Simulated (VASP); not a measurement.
# SnTe2 (Fm-3m) in VASP: settings compared

SnTe2 is run at these levels: PBE-based screened hybrid with 50 % exact exchange, PBE-based screened hybrid with 20 % exact exchange, PBEsol, LDA; tasks: single point.

Program: VASP 6.6.1. These are calculated values, not measurements. Logs are shortened: lines on timing, memory, paths and dates and some standing lists are left out, and cuts for length are marked.

### Step 1. The cell of the first run

It takes space group Fm-3m (No. 225, cubic). The conventional cell has a = 7.402 Å, b = 7.402 Å, c = 7.402 Å, α = 90.00°, β = 90.00°, γ = 90.00°. Sn (site symmetry m-3m) has 8 Te at 3.21 Å within 4.2 Å. Te (site symmetry -43m) has 4 Sn at 3.21 Å and 6 Te at 3.70 Å within 4.2 Å.

### Step 2. Single point, PBE-based screened hybrid with 50 % exact exchange

File POSCAR:

```
SnTe2
1.0
    0.0000000000      3.7010376726      3.7010376726
    3.7010376726      0.0000000000      3.7010376726
    3.7010376726      3.7010376726      0.0000000000
Sn Te
1 2
Direct
    0.0000000000      0.0000000000      0.0000000000
    0.2500000000      0.2500000000      0.2500000000
    0.7500000000      0.7500000000      0.7500000000
```

File INCAR.step1:

```
ALGO = Normal
EDIFF = 1E-5
ENCUT = 520
GGA = PE
ISIF = 2
ISMEAR = -1
LASPH = T
LCHARG = F
LREAL = F
LWAVE = T
NBANDS = 20
NELM = 60
PREC = Accurate
SIGMA = 0.02
```

File INCAR.step2:

```
AEXX = 0.5
ALGO = Normal
EDIFF = 1E-6
ENCUT = 520
GGA = PE
HFSCREEN = 0.1
ISIF = 2
ISMEAR = -1
ISTART = 1
LASPH = T
LCHARG = F
LHFCALC = T
LREAL = F
LWAVE = F
NBANDS = 20
NELM = 60
PREC = Accurate
PRECFOCK = Normal
SIGMA = 0.02
```

File KPOINTS:

```
k-points
0
Gamma
  4 4 4
```

Potentials or basis: VASP PAW PBE potentials, release 64 (Sn_d, Te).

On the command line:

```sh
cat potpaw_PBE.64/Sn_d/POTCAR potpaw_PBE.64/Te/POTCAR > POTCAR
cp INCAR.step1 INCAR
mpirun -np 1 vasp_std > vasp.out
cp INCAR.step2 INCAR
mpirun -np 1 vasp_std > vasp.out
```

OUTCAR:

```text
AEXX = 0.5
   EDIFF = 1E-6
   ENCUT = 520
   GGA = PE
   HFSCREEN = 0.1
   ISIF = 2
   ISMEAR = -1
   ISTART = 1
   LASPH = T
   LHFCALC = T
   LREAL = F
   NELM = 60
   PREC = Accurate
   PRECFOCK = Normal

 ion  position               nearest neighbor table
   1  0.000  0.000  0.000-   3 3.21   3 3.21   3 3.21   2 3.21   3 3.21   2 3.21   2 3.21   2 3.21

   2  0.250  0.250  0.250-   1 3.21   1 3.21   1 3.21   1 3.21
   3  0.750  0.750  0.750-   1 3.21   1 3.21   1 3.21   1 3.21

  LATTYP: Found a face centered cubic cell.
 ALAT       =     7.4020753452

  Lattice vectors:

 A1 = (   0.0000000000,   3.7010376726,   3.7010376726)
 A2 = (   3.7010376726,   0.0000000000,   3.7010376726)
 A3 = (   3.7010376726,   3.7010376726,   0.0000000000)

Analysis of symmetry for initial positions (statically):
=====================================================================
 Subroutine PRICEL returns:
 Original cell was already a primitive cell.

 Routine SETGRP: Setting up the symmetry group for a
 face centered cubic supercell.

 Subroutine GETGRP returns: Found 48 space group operations
 (whereof 48 operations were pure point group operations)
 out of a pool of 48 trial point group operations.

The static configuration has the point symmetry O_h .

Analysis of symmetry for dynamics (positions and initial velocities):
=====================================================================
 Subroutine PRICEL returns:
 Original cell was already a primitive cell.

 Routine SETGRP: Setting up the symmetry group for a
 face centered cubic supercell.

 Subroutine GETGRP returns: Found 48 space group operations
 (whereof 48 operations were pure point group operations)
 out of a pool of 48 trial point group operations.

The dynamic configuration has the point symmetry O_h .

 Subroutine INISYM returns: Found 48 space group operations
 (whereof 48 operations are pure point group operations),
 and found     1 'primitive' translations

----------------------------------------------------------------------------------------

                                     Primitive cell

  volume of cell :     101.3913

  direct lattice vectors                    reciprocal lattice vectors
     0.000000000  3.701037673  3.701037673    -0.135097247  0.135097247  0.135097247
     3.701037673  0.000000000  3.701037673     0.135097247 -0.135097247  0.135097247
     3.701037673  3.701037673  0.000000000     0.135097247  0.135097247 -0.135097247

  length of vectors
     5.234057671  5.234057671  5.234057671     0.233995295  0.233995295  0.233995295

  position of ions in fractional coordinates (direct lattice)
     0.000000000  0.000000000  0.000000000
     0.250000000  0.250000000  0.250000000
     0.750000000  0.750000000  0.750000000

  ion indices of the primitive-cell ions
   primitive index   ion index
                 1           1
                 2           2
                 3           3

----------------------------------------------------------------------------------------

 KPOINTS: k-points

Automatic generation of k-mesh.
 Grid dimensions read from file:
 generate k-points for:    4    4    4

 Generating k-lattice:

  Cartesian coordinates                     Fractional coordinates (reciprocal lattice)
    -0.033774312  0.033774312  0.033774312     0.250000000  0.000000000  0.000000000
     0.033774312 -0.033774312  0.033774312     0.000000000  0.250000000  0.000000000
     0.033774312  0.033774312 -0.033774312     0.000000000  0.000000000  0.250000000

  Length of vectors
     0.058498824  0.058498824  0.058498824

  Shift w.r.t. Gamma in fractional coordinates (k-lattice)
     0.000000000  0.000000000  0.000000000

 Subroutine IBZKPT returns following result:
 ===========================================

 Found      8 irreducible k-points:

 Following reciprocal coordinates:
            Coordinates               Weight
  0.000000  0.000000  0.000000      1.000000
  0.250000  0.000000  0.000000      8.000000
  0.500000  0.000000  0.000000      4.000000
  0.250000  0.250000  0.000000      6.000000
  0.500000  0.250000  0.000000     24.000000
 -0.250000  0.250000  0.000000     12.000000
  0.500000  0.500000  0.000000      3.000000
 -0.250000  0.500000  0.250000      6.000000
   k-points           NKPTS =      8   k-points in BZ     NKDIM =     64   number of bands    NBANDS=     20
   number of dos      NEDOS =    301   number of ions     NIONS =      3
   total plane-waves  NPLWV =  64000
   dimension x,y,z NGX =    40 NGY =   40 NGZ =   40
   dimension x,y,z NGXF=    80 NGYF=   80 NGZF=   80
   ions per type =               1   2
   NGX,Y,Z   is equivalent  to a cutoff of  12.70, 12.70, 12.70 a.u.
   NGXF,Y,Z  is equivalent  to a cutoff of  25.41, 25.41, 25.41 a.u.
 SYSTEM =  unknown system
   PREC   = accura    normal or accurate (medium, high low for compatibility)
   ISTART =      1    job   : 0-new  1-cont  2-samecut
   ICHARG =      0    charge: 1-file 2-atom 10-const
   ISPIN  =      1    spin polarized calculation?
   LNONCOLLINEAR =      F non collinear calculations
   LSORBIT =      F    spin-orbit coupling
   LASPH  =      T    aspherical Exc in radial PAW
   ENCUT  =  520.0 eV  38.22 Ry    6.18 a.u.   9.73  9.73  9.73*2*pi/ulx,y,z
   NELM   =     60;   NELMIN=  2; NELMDL=  0     # of ELM steps
   EDIFF  = 0.1E-05   stopping-criterion for ELM
   LREAL  =      F    real-space projection
   EDIFFG = 0.1E-04   stopping-criterion for IOM
   NSW    =      0    number of steps for IOM
   IBRION =     -1    ionic relax: 0-MD 1-quasi-New 2-CG
   NFREE  =      0    steps in history (QN), initial steepest desc. (CG)
   ISIF   =      2    stress and relaxation
   ISYM   =      3    0-nonsym 1-usesym 2-fastsym
   POTIM  = 0.5000    time-step for ionic-motion
   TEBEG  =    0.0;   TEEND  =   0.0 temperature during run
   PSTRESS=    0.0 pullay stress
   NELECT =      26.0000    total number of electrons
   NUPDOWN=      -1.0000    fix difference up-down
   EMIN   =  10.00;   EMAX   =-10.00  energy-range for DOS
   EFERMI =   0.00;   METHOD = LEGACY
   ISMEAR =    -1;   SIGMA  =   0.02  broadening in eV -4-tet -1-fermi 0-gaus
   EFERMI_NEDOS =   21; number of points for ismear=-14 and -15
   IALGO  =     38    algorithm
   IMIX   =      1    mixing-type and parameters
     AMIX     =   0.40;   BMIX     =  1.00
     AMIX_MAG =   1.60;   BMIX_MAG =  1.00
  volume/ion in A,a.u.               =      33.80       228.07
  Fermi-wavevector in a.u.,A,eV,Ry     =   1.040078  1.965462 14.718260  1.081762
  Thomas-Fermi vector in A             =   2.174637
   LORBIT       =      0    0 simple, 1 ext, 2 COOP (PROOUT), +10 PAW based schemes
   GGA     = PE    functional components
   LHFCALC =     T    Hartree Fock is set to
   PRECFOCK=normal    Normal, Fast or Accurate (Low or Medium for compatibility)
   ENCUT4O =  -1.0   cutoff for four orbital integrals eV
   NKREDX  =     1    reduce k-point grid by
   NKREDY  =     1    reduce k-point grid by
   NKREDZ  =     1    reduce k-point grid by
   AEXX    =    0.5000 exact exchange contribution
   HFSCREEN=    0.1000 screening length (either q_TF or 0.3 A-1)
   HFSCREENC=   0.1000 screening length for correlation (either q_TF or 0.3 A-1)
   ENCUTFOCK=  -1.0 apply spherical cutoff to Coloumb kernel
   IVDW    =     0    specifies the selected vdW correction
   LEPSILON=     F    determine dielectric tensor
   LRPA    =     F    only Hartree local field effects (RPA)
 non-spin polarized calculation
  energy-cutoff  :      520.00
  volume of cell :      101.39
 maximum number of plane-waves:      2764
 NGX is ok and might be reduce to    40
  NGX = 30; NGY = 30; NGZ = 30

 number of electron      26.0000004 magnetization

 Free energy of the ion-electron system (eV)
  ---------------------------------------------------
  ext. energy  EPLUGINS =         0.00000000
  ---------------------------------------------------
  free energy    TOTEN  =       -15.45256068 eV

  energy without entropy =      -15.44488447  energy(sigma->0) =      -15.44872258

 E-fermi :   5.1123     XC(G=0):  -5.7329

 val. band max:        4.6957373890   @ k =  -0.2500   0.2500   0.0000
 cond. band min:       5.1390193119   @ k =   0.5000   0.2500   0.0000
 fundamental gap:      0.4432819229
 Fermi energy:         5.1123192280

 k-point     1 :       0.0000    0.0000    0.0000
  band No.  band energies     occupation
      1     -21.1615      2.00000
      2     -21.1615      2.00000
      3     -21.1615      2.00000
      4     -21.1374      2.00000
      5     -21.1374      2.00000
      6     -10.4658      2.00000
[... 12 lines left out ...]
     19      11.0666      0.00000
     20      11.8548      0.00000

 k-point     2 :       0.2500    0.0000    0.0000
  band No.  band energies     occupation
      1     -21.1620      2.00000
      2     -21.1604      2.00000
      3     -21.1604      2.00000
      4     -21.1374      2.00000
      5     -21.1374      2.00000
      6     -10.0014      2.00000
[... 12 lines left out ...]
     19      12.7715      0.00000
     20      13.3142      0.00000

 k-point     3 :       0.5000    0.0000    0.0000
  band No.  band energies     occupation
      1     -21.1625      2.00000
      2     -21.1594      2.00000
      3     -21.1594      2.00000
      4     -21.1374      2.00000
      5     -21.1374      2.00000
      6      -8.8493      2.00000
[... 12 lines left out ...]
     19      12.9777      0.00000
     20      12.9777      0.00000

 k-point     4 :       0.2500    0.2500    0.0000
  band No.  band energies     occupation
      1     -21.1632      2.00000
      2     -21.1594      2.00000
      3     -21.1594      2.00000
      4     -21.1378      2.00000
      5     -21.1371      2.00000
      6      -9.8727      2.00000
[... 12 lines left out ...]
     19      13.1648      0.00000
     20      13.9967      0.00000

 k-point     5 :       0.5000    0.2500    0.0000
  band No.  band energies     occupation
      1     -21.1629      2.00000
      2     -21.1592      2.00000
      3     -21.1583      2.00000
      4     -21.1377      2.00000
      5     -21.1370      2.00000
      6      -8.9993      2.00000
[... 12 lines left out ...]
     19      13.4597      0.00000
     20      14.4362      0.00000

 k-point     6 :      -0.2500    0.2500    0.0000
  band No.  band energies     occupation
      1     -21.1614      2.00000
      2     -21.1603      2.00000
      3     -21.1593      2.00000
      4     -21.1375      2.00000
      5     -21.1374      2.00000
      6      -9.2969      2.00000
[... 12 lines left out ...]
     19      13.7982      0.00000
     20      15.0887      0.00000

 k-point     7 :       0.5000    0.5000    0.0000
  band No.  band energies     occupation
      1     -21.1651      2.00000
      2     -21.1574      2.00000
      3     -21.1574      2.00000
      4     -21.1381      2.00000
      5     -21.1367      2.00000
      6      -8.9613      2.00000
[... 12 lines left out ...]
     19      12.8049      0.00000
     20      13.9495      0.00000

 k-point     8 :      -0.2500    0.5000    0.2500
  band No.  band energies     occupation
      1     -21.1612      2.00000
      2     -21.1612      2.00000
      3     -21.1574      2.00000
      4     -21.1378      2.00000
      5     -21.1371      2.00000
      6      -8.4427      2.00000
[... 12 lines left out ...]
     19      14.1410      0.00000
     20      14.1468      0.00000

------------------------ aborting loop because EDIFF is reached ----------------------------------------

  FORCE on cell =-STRESS in cart. coord.  units (eV):
  Direction    XX          YY          ZZ          XY          YZ          ZX
  --------------------------------------------------------------------------------------
  -------------------------------------------------------------------------------------
  Total       -1.7770491     -1.7770491     -1.7770491     -0.0000000      0.0000000     -0.0000000
  in kB      -28.0808013    -28.0808013    -28.0808013     -0.0000000      0.0000000     -0.0000000
  external PRESSURE =     -28.0808013 kB  Pullay stress =       0.0000000 kB

 VOLUME and BASIS-vectors are now :
 -----------------------------------------------------------------------------
  energy-cutoff  :      520.00
  volume of cell :      101.39
      direct lattice vectors                 reciprocal lattice vectors
     0.000000000  3.701037673  3.701037673    -0.135097247  0.135097247  0.135097247
     3.701037673  0.000000000  3.701037673     0.135097247 -0.135097247  0.135097247
     3.701037673  3.701037673  0.000000000     0.135097247  0.135097247 -0.135097247

 POSITION                                       TOTAL-FORCE (eV/Angst)
 -----------------------------------------------------------------------------------
      0.00000      0.00000      0.00000         0.000000     -0.000000      0.000000
      1.85052      1.85052      1.85052         0.000000      0.000000      0.000000
      5.55156      5.55156      5.55156        -0.000000     -0.000000     -0.000000
 -----------------------------------------------------------------------------------
    total drift:                               -0.000002      0.000002     -0.000004

  FREE ENERGIE OF THE ION-ELECTRON SYSTEM (eV)
  ---------------------------------------------------
  free  energy   TOTEN  =       -15.4525606788 eV

  energy  without entropy=      -15.4448844723  energy(sigma->0) =      -15.44872258
```

It took 41 min on 1 thread of Intel Xeon Platinum 8259CL at 2.50GHz (Skylake/Cascade Lake), shared host; peak memory 0.36 GiB.

What came out:

| Property | Result |
| --- | --- |
| Free energy | -15.4526 eV |
| Pressure | -2.8 GPa |
| Band gap on the k mesh | zero (bands 13 and 14 overlap by 3.01 eV) |

Caveat: the k points lie up to 0.37 Å⁻¹ apart, too coarse for converged energies and pressures of a metal; the PAW data sets were made with another functional, which shifts forces and pressure a little; spin-orbit coupling is left out, which moves the levels of the heavy elements.

(Part 1 of 2 ends here.)
